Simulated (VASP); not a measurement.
# SrO (Pm-3m) in VASP: notebook, part 2 of 2

VASP 6.6.1. The steps go on from the part before.

## 4. Single point, PBE-based screened hybrid

File POSCAR:

```
SrO
1.0
    3.1028650671      0.0000000000      0.0000000000
    0.0000000000      3.1028650671      0.0000000000
    0.0000000000      0.0000000000      3.1028650671
Sr O
1 1
Direct
    0.0000000000      0.0000000000      0.0000000000
    0.5000000000      0.5000000000      0.5000000000
```

File INCAR.step1:

```
PREC = Accurate ; ENCUT = 520
EDIFF = 1E-5 ; ISMEAR = 0
SIGMA = 0.01 ; LREAL = False
LASPH = True ; NELM = 120
ALGO = Normal ; ISIF = 2
LWAVE = True ; LCHARG = False
NBANDS = 15 ; GGA = PE
GGA_COMPAT = False
```

File INCAR.step2:

```
PREC = Accurate ; ENCUT = 520
EDIFF = 1E-6 ; ISMEAR = 0
SIGMA = 0.01 ; LREAL = False
LASPH = True ; NELM = 120
ALGO = Normal ; ISIF = 2
LWAVE = False ; LCHARG = False
GGA = PE ; LHFCALC = True
AEXX = 0.4 ; HFSCREEN = 0.5
PRECFOCK = Normal ; NBANDS = 15
ISTART = 1 ; GGA_COMPAT = False
```

File KPOINTS:

```
regular mesh
0
Gamma
  4 4 4
```

Potentials or basis: VASP PAW PBE potentials, release 64 (Sr_sv, O).

The run is started by

```sh
> cat potpaw_PBE.64/Sr_sv/POTCAR potpaw_PBE.64/O/POTCAR > POTCAR
> cp INCAR.step1 INCAR
> mpirun -np 1 vasp_std > vasp.out
> cp INCAR.step2 INCAR
> mpirun -np 1 vasp_std > vasp.out
```

OUTCAR:

```text
PREC = Accurate
   ENCUT = 520
   EDIFF = 1E-6
   ISMEAR = 0
   LREAL = False
   LASPH = True
   NELM = 120
   ISIF = 2
   GGA = PE
   LHFCALC = True
   AEXX = 0.4
   HFSCREEN = 0.5
   PRECFOCK = Normal
   ISTART = 1

 ion  position               nearest neighbor table
   1  0.000  0.000  0.000-   2 2.69   2 2.69   2 2.69   2 2.69   2 2.69   2 2.69   2 2.69   2 2.69

   2  0.500  0.500  0.500-   1 2.69   1 2.69   1 2.69   1 2.69   1 2.69   1 2.69   1 2.69   1 2.69

  LATTYP: Found a simple cubic cell.
 ALAT       =     3.1028650671

  Lattice vectors:

 A1 = (   3.1028650671,   0.0000000000,   0.0000000000)
 A2 = (   0.0000000000,   3.1028650671,   0.0000000000)
 A3 = (   0.0000000000,   0.0000000000,   3.1028650671)

Analysis of symmetry for initial positions (statically):
=====================================================================
 Subroutine PRICEL returns:
 Original cell was already a primitive cell.

 Routine SETGRP: Setting up the symmetry group for a
 simple cubic supercell.

 Subroutine GETGRP returns: Found 48 space group operations
 (whereof 48 operations were pure point group operations)
 out of a pool of 48 trial point group operations.

The static configuration has the point symmetry O_h .

Analysis of symmetry for dynamics (positions and initial velocities):
=====================================================================
 Subroutine PRICEL returns:
 Original cell was already a primitive cell.

 Routine SETGRP: Setting up the symmetry group for a
 simple cubic supercell.

 Subroutine GETGRP returns: Found 48 space group operations
 (whereof 48 operations were pure point group operations)
 out of a pool of 48 trial point group operations.

The dynamic configuration has the point symmetry O_h .

 Subroutine INISYM returns: Found 48 space group operations
 (whereof 48 operations are pure point group operations),
 and found     1 'primitive' translations

----------------------------------------------------------------------------------------

                                     Primitive cell

  volume of cell :      29.8737

  direct lattice vectors                    reciprocal lattice vectors
     3.102865067  0.000000000  0.000000000     0.322282787  0.000000000  0.000000000
     0.000000000  3.102865067  0.000000000     0.000000000  0.322282787  0.000000000
     0.000000000  0.000000000  3.102865067     0.000000000  0.000000000  0.322282787

  length of vectors
     3.102865067  3.102865067  3.102865067     0.322282787  0.322282787  0.322282787

  position of ions in fractional coordinates (direct lattice)
     0.000000000  0.000000000  0.000000000
     0.500000000  0.500000000  0.500000000

  ion indices of the primitive-cell ions
   primitive index   ion index
                 1           1
                 2           2

----------------------------------------------------------------------------------------

 KPOINTS: regular mesh

Automatic generation of k-mesh.
 Grid dimensions read from file:
 generate k-points for:    4    4    4

 Generating k-lattice:

[... 34 lines left out ...]
   NGX,Y,Z   is equivalent  to a cutoff of  12.86, 12.86, 12.86 a.u.
   NGXF,Y,Z  is equivalent  to a cutoff of  25.72, 25.72, 25.72 a.u.
 SYSTEM =  unknown system
   PREC   = accura    normal or accurate (medium, high low for compatibility)
   ISTART =      1    job   : 0-new  1-cont  2-samecut
   ICHARG =      0    charge: 1-file 2-atom 10-const
   ISPIN  =      1    spin polarized calculation?
   LNONCOLLINEAR =      F non collinear calculations
   LSORBIT =      F    spin-orbit coupling
   LASPH  =      T    aspherical Exc in radial PAW
   ENCUT  =  520.0 eV  38.22 Ry    6.18 a.u.   5.77  5.77  5.77*2*pi/ulx,y,z
   NELM   =    120;   NELMIN=  2; NELMDL=  0     # of ELM steps
   EDIFF  = 0.1E-05   stopping-criterion for ELM
   LREAL  =      F    real-space projection
   EDIFFG = 0.1E-04   stopping-criterion for IOM
   NSW    =      0    number of steps for IOM
   IBRION =     -1    ionic relax: 0-MD 1-quasi-New 2-CG
   NFREE  =      0    steps in history (QN), initial steepest desc. (CG)
   ISIF   =      2    stress and relaxation
   ISYM   =      3    0-nonsym 1-usesym 2-fastsym
   POTIM  = 0.5000    time-step for ionic-motion
   TEBEG  =    0.0;   TEEND  =   0.0 temperature during run
   PSTRESS=    0.0 pullay stress
   NELECT =      16.0000    total number of electrons
   NUPDOWN=      -1.0000    fix difference up-down
   EMIN   =  10.00;   EMAX   =-10.00  energy-range for DOS
   EFERMI =   0.00;   METHOD = LEGACY
   ISMEAR =     0;   SIGMA  =   0.01  broadening in eV -4-tet -1-fermi 0-gaus
   EFERMI_NEDOS =   21; number of points for ismear=-14 and -15
   IALGO  =     38    algorithm
   IMIX   =      1    mixing-type and parameters
     AMIX     =   0.40;   BMIX     =  1.00
     AMIX_MAG =   1.60;   BMIX_MAG =  1.00
  volume/ion in A,a.u.               =      14.94       100.80
  Fermi-wavevector in a.u.,A,eV,Ry     =   1.329491  2.512373 24.048913  1.767545
  Thomas-Fermi vector in A             =   2.458649
   LORBIT       =      0    0 simple, 1 ext, 2 COOP (PROOUT), +10 PAW based schemes
   GGA     = PE    functional components
   LHFCALC =     T    Hartree Fock is set to
   PRECFOCK=normal    Normal, Fast or Accurate (Low or Medium for compatibility)
   ENCUT4O =  -1.0   cutoff for four orbital integrals eV
   NKREDX  =     1    reduce k-point grid by
   NKREDY  =     1    reduce k-point grid by
   NKREDZ  =     1    reduce k-point grid by
   AEXX    =    0.4000 exact exchange contribution
   HFSCREEN=    0.5000 screening length (either q_TF or 0.3 A-1)
   HFSCREENC=   0.5000 screening length for correlation (either q_TF or 0.3 A-1)
   ENCUTFOCK=  -1.0 apply spherical cutoff to Coloumb kernel
   IVDW    =     0    specifies the selected vdW correction
   LEPSILON=     F    determine dielectric tensor
   LRPA    =     F    only Hartree local field effects (RPA)
 non-spin polarized calculation
 Gauss-broadening in eV      SIGMA  =   0.01
  energy-cutoff  :      520.00
  volume of cell :       29.87
 maximum number of plane-waves:       840
 NGX is ok and might be reduce to    24
  NGX = 18; NGY = 18; NGZ = 18

 number of electron      16.0000006 magnetization

 Free energy of the ion-electron system (eV)
  ---------------------------------------------------
  ext. energy  EPLUGINS =         0.00000000
  ---------------------------------------------------
  free energy    TOTEN  =       -13.53542170 eV

  energy without entropy =      -13.53542170  energy(sigma->0) =      -13.53542170

 E-fermi :   2.2110     XC(G=0):  -8.4392

 val. band max:        2.0761669727   @ k =   0.5000   0.5000   0.0000
 cond. band min:       6.2095110190   @ k =   0.0000   0.0000   0.0000
 fundamental gap:      4.1333440463
 Fermi energy:         2.2110262662

 k-point     1 :       0.0000    0.0000    0.0000
  band No.  band energies     occupation
      1     -34.5861      2.00000
      2     -15.7402      2.00000
      3     -13.8698      2.00000
      4     -13.8698      2.00000
      5     -13.8698      2.00000
      6       2.0135      2.00000
      7       2.0135      2.00000
      8       2.0135      2.00000
      9       6.2095      0.00000
     10       6.2095      0.00000
     11       8.2980      0.00000
     12      14.4772      0.00000
     13      14.4772      0.00000
     14      14.4772      0.00000
[... 149 lines left out ...]
      2     -14.9983      2.00000
      3     -14.9940      2.00000
      4     -14.9940      2.00000
      5     -14.9940      2.00000
      6      -1.0070      2.00000
      7      -1.0070      2.00000
      8      -1.0070      2.00000
      9      12.1703      0.00000
     10      12.1703      0.00000
     11      12.1703      0.00000
     12      17.4733      0.00000
     13      17.4734      0.00000
     14      17.4980      0.00000
     15      17.4980      0.00000

------------------------ aborting loop because EDIFF is reached ----------------------------------------

  FORCE on cell =-STRESS in cart. coord.  units (eV):
  Direction    XX          YY          ZZ          XY          YZ          ZX
  --------------------------------------------------------------------------------------
  -------------------------------------------------------------------------------------
  Total       -0.1098786     -0.1098786     -0.1098786      0.0000000      0.0000000     -0.0000000
  in kB       -5.8929818     -5.8929818     -5.8929818      0.0000000      0.0000000     -0.0000000
  external PRESSURE =      -5.8929818 kB  Pullay stress =       0.0000000 kB

 VOLUME and BASIS-vectors are now :
 -----------------------------------------------------------------------------
  energy-cutoff  :      520.00
  volume of cell :       29.87
      direct lattice vectors                 reciprocal lattice vectors
     3.102865067  0.000000000  0.000000000     0.322282787  0.000000000  0.000000000
     0.000000000  3.102865067  0.000000000     0.000000000  0.322282787  0.000000000
     0.000000000  0.000000000  3.102865067     0.000000000  0.000000000  0.322282787

 POSITION                                       TOTAL-FORCE (eV/Angst)
 -----------------------------------------------------------------------------------
      0.00000      0.00000      0.00000         0.000000      0.000000      0.000000
      1.55143      1.55143      1.55143         0.000000      0.000000      0.000000
 -----------------------------------------------------------------------------------
    total drift:                               -0.000000     -0.000000     -0.000000

  FREE ENERGIE OF THE ION-ELECTRON SYSTEM (eV)
  ---------------------------------------------------
  free  energy   TOTEN  =       -13.5354216978 eV

  energy  without entropy=      -13.5354216978  energy(sigma->0) =      -13.53542170
```

Wall time 7.4 min (1 thread of AMD EPYC 7R13, shared host); peak memory 0.22 GiB.

What came out:

```
Free energy            : -13.5354 eV
Pressure               : -0.6 GPa
Band gap on the k mesh : 4.13 eV, indirect (least direct gap 4.20 eV)
```

Caveat: the k points lie up to 0.51 Å⁻¹ apart; the PAW data sets were made with another functional, which shifts forces and pressure a little.

## 5. Summary

```tsv
level	k mesh	cutoff (eV)	smearing	grid for exact exchange (PRECFOCK)	share of exact exchange	screening parameter	gap on the mesh (eV)	pressure (GPa)
PBE	3 × 3 × 3	600	gaussian 0.01 eV	-	-	-	2.77	3.4
PBE	6 × 6 × 6	600	fermi-dirac 0.2 eV	-	-	-	2.75	3.5
PBE-based screened hybrid	4 × 4 × 4	520	gaussian 0.01 eV	Normal	0.4	0.5 1/Å	4.13	-0.6
```

Alike in all rows: task single point; potentials or basis VASP PAW PBE potentials, release 64 (Sr_sv, O); no spin polarisation; cell as given.

Caveats: some runs use coarse meshes; the PAW data sets were made with another functional, which shifts forces and pressure a little (some runs).

Absolute energies hang on the potentials; compare differences alone.
